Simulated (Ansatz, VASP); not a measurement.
## MnS: VASP beside Ansatz

INCAR

```
  ALGO = Normal
  EDIFF = 1E-6
  ENCUT = 520
  GGA = PE
  ISIF = 2
  ISMEAR = 0
  LASPH = T
  LCHARG = T
  LELF = T
  LREAL = F
  LVHAR = T
  LWAVE = F
  NBANDS = 16
  NELM = 80
  PREC = Accurate
  SIGMA = 0.05
```

The input KPOINTS:

```
k-points
0
Gamma
  12 12 12
```

POSCAR

```
MnS
1.0
    0.0000000000      2.3768646391      2.3768646391
    2.3768646391      0.0000000000      2.3768646391
    2.3768646391      2.3768646391      0.0000000000
Mn S
1 1
Direct
    0.0000000000      0.0000000000      0.0000000000
    0.5000000000      0.5000000000      0.5000000000
```

Input for Ansatz:

```yaml
crystal:
  lattice:
    - [0.0, 2.3768646391, 2.3768646391]
    - [2.3768646391, 0.0, 2.3768646391]
    - [2.3768646391, 2.3768646391, 0.0]
  atoms:
    - { symbol: Mn, position: [0.0, 0.0, 0.0] }
    - { symbol: S, position: [0.5, 0.5, 0.5] }
basis:
  ecutwfc: 420
  ecutrho_ratio: 4
kpoints:
  mp_grid: { grid: [12, 12, 12] }
hamiltonian:
  xc: pbe
scf:
  occupations: { method: gaussian, width: 0.05 }
output:
  forces: true
  stress: true
  eigenvalues: true
```

Alike in both runs: task single point; functional PBE; k mesh 12 × 12 × 12; occupations gaussian, width 0.05 eV; no spin polarisation.

|  | VASP | Ansatz |
| --- | --- | --- |
| version | VASP 6.6.1 | Ansatz 0.2.0 |
| potentials or method | VASP PAW PBE potentials, release 64 (Mn_pv, S), cutoff 520 eV | scalar-relativistic, plane waves, PAW |
| valence electrons in the cell | 19 | 21 |

|  | VASP | Ansatz | Ansatz less VASP |
| --- | --- | --- | --- |
| gap on the k mesh at the Fermi level (eV) | none | none | - |
| pressure (GPa) | -5.3 | -5.6 | -0.27 |

A gap of «none» marks a metal or a gap that the smearing closes. VASP's potentials hold 19 valence electrons a cell and Ansatz's 21, so a difference there can come from the potentials and not from the codes.
